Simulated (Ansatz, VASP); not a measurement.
One calculation of Cd, two programs

```
Cd
1.0
     3.18735    0.00000    0.00000
    -1.59368    2.76033    0.00000
     0.00000    0.00000   10.42967
Cd
4
Direct
  0.00000 0.00000 0.00000
  0.00000 0.00000 0.50000
  0.33333 0.66667 0.25000
  0.66667 0.33333 0.75000
```

Alike in both runs: task single point; functional revPBE; k mesh 13 × 13 × 4; occupations fermi-dirac, width 0.1 eV; no spin polarisation.

|  | VASP | Ansatz |
| --- | --- | --- |
| version | VASP 6.6.1 | Ansatz 0.2.0 |
| potentials or method | VASP PAW PBE potentials, release 64 (Cd), cutoff 520 eV | plane waves (420 eV) with PAW, scalar-relativistic |
| valence electrons in the cell | 48 | 80 |

VASP gave:

| Property | Result |
| --- | --- |
| pressure (GPa) | 1.7 |
| traceless stress, the component that is largest in VASP (GPa) | 0.32 |

**Question.** What did Ansatz give for the same quantities?

**Answer.** Pressure (GPa): 1.5; traceless stress, the component that is largest in VASP (GPa): 0.31.

VASP's potentials were made for PBE, not for revPBE. With one functional, cell and mesh, what is left measures potentials, basis and numerics. VASP's potentials hold 48 valence electrons a cell and Ansatz's 80, so a difference there can come from the potentials and not from the codes.
